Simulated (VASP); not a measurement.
# InSe in VASP: further runs

Runs on InSe. Level: PBE+D3(BJ). Tasks: single point.

All numbers are computed with VASP 6.6.1; they aren't measurements. Logs are shortened: lines on timing, memory, paths and dates and some standing lists are left out, and cuts for length are marked.

## 1. The cell of the first run

The cell holds a slab with vacuum, 8 atoms: a = 4.027 Å, b = 4.027 Å, c = 28.271 Å, α = 90.00°, β = 90.00°, γ = 120.00°.

## 2. Single point, PBE+D3(BJ)

The input, INCAR:

```
ALGO = Normal
DIPOL = 0.5 0.5 0.405
EDIFF = 1E-6
ENCUT = 520
GGA = PE
IDIPOL = 3
ISIF = 2
ISMEAR = 0
IVDW = 12
LASPH = T
LCHARG = F
LDIPOL = T
LREAL = F
LWAVE = F
NBANDS = 48
NELM = 100
PREC = Accurate
SIGMA = 0.05
```

The input, KPOINTS:

```
k-points
0
Gamma
  9 9 1
```

The input, POSCAR:

```
InSe
1.0
    4.0266104808      0.0000000000      0.0000000000
   -2.0133052404      3.4871469675      0.0000000000
    0.0000000000      0.0000000000     28.2707100106
Se In
4 4
Direct
    0.0000000000      0.0000000000      0.1591753443
    0.0000000000      0.0000000000      0.3496677304
    0.0000000000      0.0000000000      0.4596755794
    0.0000000000      0.0000000000      0.6501679655
    0.6666666667      0.3333333333      0.2049979901
    0.6666666667      0.3333333333      0.3038451606
   -0.6666666667     -0.3333333333      0.5054982252
   -0.6666666667     -0.3333333333      0.6043453957
```

Potentials or basis: VASP PAW PBE potentials, release 64 (Se, In_d).

Command:

```bash
cat potpaw_PBE.64/Se/POTCAR potpaw_PBE.64/In_d/POTCAR > POTCAR
mpirun -np 1 vasp_std > vasp.out
```

OUTCAR:

```text
EDIFF = 1E-6
   ENCUT = 520
   GGA = PE
   ISIF = 2
   ISMEAR = 0
   IVDW = 12
   LASPH = T
   LREAL = F
   NELM = 100
   PREC = Accurate
 IVDW          = 12

 ion  position               nearest neighbor table
   1  0.000  0.000  0.159-   5 2.66   5 2.66   5 2.66
   2  0.000  0.000  0.350-   6 2.66   6 2.66   6 2.66
   3  0.000  0.000  0.460-   7 2.66   7 2.66   7 2.66
   4  0.000  0.000  0.650-   8 2.66   8 2.66   8 2.66
   5  0.667  0.333  0.205-   1 2.66   1 2.66   1 2.66   6 2.79
   6  0.667  0.333  0.304-   2 2.66   2 2.66   2 2.66   5 2.79
   7  0.333  0.667  0.505-   3 2.66   3 2.66   3 2.66   8 2.79
   8  0.333  0.667  0.604-   4 2.66   4 2.66   4 2.66   7 2.79

  LATTYP: Found a hexagonal cell.
 ALAT       =     4.0266104808
 C/A-ratio  =     7.0209696581

  Lattice vectors:

 A1 = (   4.0266104808,   0.0000000000,   0.0000000000)
 A2 = (  -2.0133052404,   3.4871469675,   0.0000000000)
 A3 = (   0.0000000000,   0.0000000000,  28.2707100106)

Analysis of symmetry for initial positions (statically):
=====================================================================
 Subroutine PRICEL returns:
 Original cell was already a primitive cell.

 Routine SETGRP: Setting up the symmetry group for a
 hexagonal supercell.

 Subroutine GETGRP returns: Found 12 space group operations
 (whereof  6 operations were pure point group operations)
 out of a pool of 24 trial point group operations.

The static configuration has the point symmetry C_3v.
 The point group associated with its full space group is D_3d.

Analysis of symmetry for dynamics (positions and initial velocities):
=====================================================================
 Subroutine PRICEL returns:
 Original cell was already a primitive cell.

 Routine SETGRP: Setting up the symmetry group for a
 hexagonal supercell.

 Subroutine GETGRP returns: Found 12 space group operations
 (whereof  6 operations were pure point group operations)
 out of a pool of 24 trial point group operations.

The dynamic configuration has the point symmetry C_3v.
 The point group associated with its full space group is D_3d.

 Subroutine INISYM returns: Found 12 space group operations
 (whereof  6 operations are pure point group operations),
 and found     1 'primitive' translations

----------------------------------------------------------------------------------------

                                     Primitive cell

  volume of cell :     396.9599

  direct lattice vectors                    reciprocal lattice vectors
     4.026610481  0.000000000  0.000000000     0.248347836  0.143383690  0.000000000
    -2.013305240  3.487146968  0.000000000     0.000000000  0.286767380  0.000000000
     0.000000000  0.000000000 28.270710011     0.000000000  0.000000000  0.035372299

  length of vectors
     4.026610481  4.026610481 28.270710011     0.286767380  0.286767380  0.035372299

  position of ions in fractional coordinates (direct lattice)
     0.000000000  0.000000000  0.159175344
     0.000000000  0.000000000  0.349667730
     0.000000000  0.000000000  0.459675579
     0.000000000  0.000000000  0.650167966
     0.666666667  0.333333333  0.204997990
     0.666666667  0.333333333  0.303845161
     0.333333333  0.666666667  0.505498225
     0.333333333  0.666666667  0.604345396

  ion indices of the primitive-cell ions
   primitive index   ion index
                 1           1
                 2           2
                 3           3
                 4           4
                 5           5
                 6           6
                 7           7
                 8           8

----------------------------------------------------------------------------------------

 KPOINTS: k-points

Automatic generation of k-mesh.
 Grid dimensions read from file:
 generate k-points for:    9    9    1

 Generating k-lattice:

  Cartesian coordinates                     Fractional coordinates (reciprocal lattice)
     0.027594204  0.015931521  0.000000000     0.111111111 -0.000000000  0.000000000
     0.000000000  0.031863042  0.000000000     0.000000000  0.111111111  0.000000000
     0.000000000  0.000000000  0.035372299     0.000000000  0.000000000  1.000000000

  Length of vectors
     0.031863042  0.031863042  0.035372299

  Shift w.r.t. Gamma in fractional coordinates (k-lattice)
     0.000000000  0.000000000  0.000000000

 Subroutine IBZKPT returns following result:
 ===========================================

 Found     12 irreducible k-points:

 Following reciprocal coordinates:
            Coordinates               Weight
  0.000000  0.000000  0.000000      1.000000
  0.111111  0.000000  0.000000      6.000000
  0.222222 -0.000000  0.000000      6.000000
  0.333333 -0.000000  0.000000      6.000000
  0.444444 -0.000000  0.000000      6.000000
  0.111111  0.111111  0.000000      6.000000
  0.222222  0.111111  0.000000     12.000000
  0.333333  0.111111  0.000000     12.000000
  0.444444  0.111111  0.000000      6.000000
  0.222222  0.222222  0.000000      6.000000
  0.333333  0.222222  0.000000     12.000000
  0.333333  0.333333  0.000000      2.000000
   k-points           NKPTS =     12   k-points in BZ     NKDIM =     12   number of bands    NBANDS=     48
   number of dos      NEDOS =    301   number of ions     NIONS =      8
   total plane-waves  NPLWV = 189000
   dimension x,y,z NGX =    30 NGY =   30 NGZ =  210
   dimension x,y,z NGXF=    60 NGYF=   60 NGZF=  420
   ions per type =               4   4
   NGX,Y,Z   is equivalent  to a cutoff of  12.39, 12.39, 12.35 a.u.
   NGXF,Y,Z  is equivalent  to a cutoff of  24.77, 24.77, 24.70 a.u.
 SYSTEM =  unknown system
   PREC   = accura    normal or accurate (medium, high low for compatibility)
   ISTART =      0    job   : 0-new  1-cont  2-samecut
   ICHARG =      2    charge: 1-file 2-atom 10-const
   ISPIN  =      1    spin polarized calculation?
   LNONCOLLINEAR =      F non collinear calculations
   LSORBIT =      F    spin-orbit coupling
   LASPH  =      T    aspherical Exc in radial PAW
   ENCUT  =  520.0 eV  38.22 Ry    6.18 a.u.   7.49  7.49 52.56*2*pi/ulx,y,z
   NELM   =    100;   NELMIN=  2; NELMDL= -5     # of ELM steps
   EDIFF  = 0.1E-05   stopping-criterion for ELM
   LREAL  =      F    real-space projection
   EDIFFG = 0.1E-04   stopping-criterion for IOM
   NSW    =      0    number of steps for IOM
   IBRION =     -1    ionic relax: 0-MD 1-quasi-New 2-CG
   NFREE  =      0    steps in history (QN), initial steepest desc. (CG)
   ISIF   =      2    stress and relaxation
   ISYM   =      2    0-nonsym 1-usesym 2-fastsym
   POTIM  = 0.5000    time-step for ionic-motion
   TEBEG  =    0.0;   TEEND  =   0.0 temperature during run
   PSTRESS=    0.0 pullay stress
   NELECT =      76.0000    total number of electrons
   NUPDOWN=      -1.0000    fix difference up-down
   EMIN   =  10.00;   EMAX   =-10.00  energy-range for DOS
   EFERMI =   0.00;   METHOD = LEGACY
   ISMEAR =     0;   SIGMA  =   0.05  broadening in eV -4-tet -1-fermi 0-gaus
   EFERMI_NEDOS =   21; number of points for ismear=-14 and -15
   IALGO  =     38    algorithm
   IMIX   =      4    mixing-type and parameters
     AMIX     =   0.40;   BMIX     =  1.00
     AMIX_MAG =   1.60;   BMIX_MAG =  1.00
  volume/ion in A,a.u.               =      49.62       334.85
  Fermi-wavevector in a.u.,A,eV,Ry     =   0.943548  1.783046 12.113024  0.890282
  Thomas-Fermi vector in A             =   2.071266
   LORBIT       =      0    0 simple, 1 ext, 2 COOP (PROOUT), +10 PAW based schemes
   GGA     = PE    functional components
   LHFCALC =     F    Hartree Fock is set to
   AEXX    =    0.0000 exact exchange contribution
   IVDW    =    12    specifies the selected vdW correction
   LEPSILON=     F    determine dielectric tensor
   LRPA    =     F    only Hartree local field effects (RPA)
 non-spin polarized calculation
 Gauss-broadening in eV      SIGMA  =   0.05
  energy-cutoff  :      520.00
  volume of cell :      396.96
 maximum number of plane-waves:     10749
 NGX is ok and might be reduce to    30
   NGX = 15   NGY = 15   NGZ =105

 dipolmoment           0.000000      0.000000      0.000004 electrons x Angstroem

 number of electron      75.9999997 magnetization

 dipolmoment           0.000000      0.000000     -0.000026 electrons x Angstroem

 Free energy of the ion-electron system (eV)
  ---------------------------------------------------
  ext. energy  EPLUGINS =         0.00000000
  ---------------------------------------------------
  free energy    TOTEN  =       -28.16662839 eV

  energy without entropy =      -28.16662839  energy(sigma->0) =      -28.16662839

 E-fermi :   0.2846     XC(G=0):  -5.6287

 val. band max:        0.0666919004   @ k =   0.1111   0.0000   0.0000
 cond. band min:       0.9146562914   @ k =   0.0000   0.0000   0.0000
 fundamental gap:      0.8479643910
 Fermi energy:         0.2845693353

 k-point     1 :       0.0000    0.0000    0.0000
  band No.  band energies     occupation
      1     -14.5158      2.00000
      2     -14.5148      2.00000
      3     -14.3360      2.00000
      4     -14.3360      2.00000
      5     -14.3358      2.00000
      6     -14.3358      2.00000
[... 40 lines left out ...]
     47       5.0544      0.00000
     48       5.2398      0.00000

 k-point     2 :       0.1111    0.0000    0.0000
  band No.  band energies     occupation
      1     -14.5163      2.00000
      2     -14.5142      2.00000
      3     -14.3830      2.00000
      4     -14.3747      2.00000
      5     -14.3337      2.00000
      6     -14.3335      2.00000
[... 502 lines left out ...]
 k-point    12 :       0.3333    0.3333    0.0000
  band No.  band energies     occupation
      1     -14.6574      2.00000
      2     -14.6262      2.00000
      3     -14.5220      2.00000
      4     -14.5142      2.00000
      5     -14.4569      2.00000
      6     -14.4567      2.00000
[... 40 lines left out ...]
     47       5.8795      0.00000
     48       5.8796      0.00000

------------------------ aborting loop because EDIFF is reached ----------------------------------------

 vacuum level on the upper side and lower side of the slab       (xc-potential included)        -0.107        -0.106

 Edisp (eV)   -2.04909

 E8    (eV) :    -0.9599

  FORCE on cell =-STRESS in cart. coord.  units (eV):
  Direction    XX          YY          ZZ          XY          YZ          ZX
  --------------------------------------------------------------------------------------
  -------------------------------------------------------------------------------------
  Total       0.04809     0.04809     2.27016     0.00000    -0.00000     0.00000
  in kB       0.19409     0.19409     9.16264     0.00000    -0.00000     0.00000
  external pressure =        3.18 kB  Pullay stress =        0.00 kB

 VOLUME and BASIS-vectors are now :
 -----------------------------------------------------------------------------
  energy-cutoff  :      520.00
  volume of cell :      396.96
      direct lattice vectors                 reciprocal lattice vectors
     4.026610481  0.000000000  0.000000000     0.248347836  0.143383690  0.000000000
    -2.013305240  3.487146968  0.000000000     0.000000000  0.286767380  0.000000000
     0.000000000  0.000000000 28.270710011     0.000000000  0.000000000  0.035372299

 POSITION                                       TOTAL-FORCE (eV/Angst)
 -----------------------------------------------------------------------------------
      0.00000      0.00000      4.50000        -0.000000      0.000000     -0.007764
      0.00000      0.00000      9.88536        -0.000000      0.000000     -0.433088
      0.00000      0.00000     12.99536         0.000000     -0.000000      0.433088
      0.00000      0.00000     18.38071         0.000000      0.000000      0.007764
      2.01331      1.16238      5.79544         0.000000     -0.000000     -0.005353
      2.01331      1.16238      8.58992         0.000000     -0.000000     -0.143340
     -0.00000      2.32476     14.29079        -0.000000      0.000000      0.143340
     -0.00000      2.32476     17.08527        -0.000000      0.000000      0.005353
 -----------------------------------------------------------------------------------
    total drift:                                0.000000     -0.000000     -0.003212

  FREE ENERGIE OF THE ION-ELECTRON SYSTEM (eV)
  ---------------------------------------------------
  free  energy   TOTEN  =       -30.2157214341 eV

  energy  without entropy=      -30.2157214341  energy(sigma->0) =      -30.21572143

 vacuum level on the upper side and lower side of the slab         5.431         5.431
```

Run time: 5.6 min. Hardware: 1 thread of Intel Xeon Platinum 8559C (Emerald Rapids), shared host; peak memory 0.52 GiB.

Results:

```
Free energy                : -30.2157 eV
Largest force              : 0.433 eV/Å
Band gap on the k mesh     : 0.85 eV (least direct gap 0.94 eV)
Dispersion energy per atom : -0.256 eV
```

Forces in eV/Å, atoms in the order of the input:
```
Se   0.000  0.000 -0.008
Se   0.000  0.000 -0.433
Se   0.000  0.000  0.433
Se   0.000  0.000  0.008
In   0.000  0.000 -0.005
In   0.000  0.000 -0.143
In   0.000  0.000  0.143
In   0.000  0.000  0.005
```

Caveat: spin-orbit coupling is left out, which moves the levels of the heavy elements.

## 3. Single point, PBE+D3(BJ) (layers slid over each other)

The input, INCAR:

```
SYSTEM = InSe
PREC = Accurate
ENCUT = 520
EDIFF = 1E-6
ISMEAR = 0
SIGMA = 0.05
LREAL = .False.
LASPH = .True.
NELM = 60
ALGO = Normal
ISIF = 2
LWAVE = .False.
LCHARG = .False.
LDIPOL = .True.
IDIPOL = 3
DIPOL = 0.5 0.5 0.405
GGA = PE
IVDW = 12
NBANDS = 48
```

The input, KPOINTS:

```
regular mesh
0
Gamma
  9 9 1
  0 0 0
```

The input, POSCAR:

```
InSe
1.0
    4.0266104808      0.0000000000      0.0000000000
   -2.0133052404      3.4871469675      0.0000000000
    0.0000000000      0.0000000000     28.2707100106
Se In
4 4
Direct
    0.0000000000      0.0000000000      0.1591753443
    0.0000000000      0.0000000000      0.3496677304
    0.3333333333      0.6666666667      0.4596755794
    0.3333333333      0.6666666667      0.6501679655
    0.6666666667      0.3333333333      0.2049979901
    0.6666666667      0.3333333333      0.3038451606
   -0.3333333333      0.3333333333      0.5054982252
   -0.3333333333      0.3333333333      0.6043453957
```

Potentials or basis: VASP PAW PBE potentials, release 64 (Se, In_d).

Command:

```bash
cat potpaw_PBE.64/Se/POTCAR potpaw_PBE.64/In_d/POTCAR > POTCAR
mpirun -np 1 vasp_std > vasp.out
```

Wall time 5.3 min (1 thread of Intel Xeon Platinum 8559C (Emerald Rapids), shared host); peak memory 0.51 GiB.

The run converged. Its results:

```yaml
Free_energy: -30.4370 eV
Largest_force: 0.035 eV/Å
Band_gap_on_the_k_mesh: 1.10 eV (least direct gap 1.15 eV)
Dispersion_energy_per_atom: -0.257 eV
```

Forces on the atoms (eV/Å):
```
Se   0.000  0.000 -0.011
Se   0.000  0.000  0.035
Se   0.000  0.000 -0.035
Se   0.000  0.000  0.011
In   0.000  0.000  0.012
In   0.000  0.000  0.027
In   0.000  0.000 -0.027
In   0.000  0.000 -0.012
```

Levels at points of the mesh, in eV from the valence-band top:
```tsv
k point	band 35	band 36	band 37	band 38	band 39	band 40	band 41	band 42
(0.00, 0.00, 0.00)	-0.73	-0.68	-0.68	-0.05	1.10	1.73	2.49	2.60
```

Caveat: the cell differs from its parent crystal (layers slid over each other); spin-orbit coupling is left out, which moves the levels of the heavy elements.

(Part 1 of 2 ends here.)
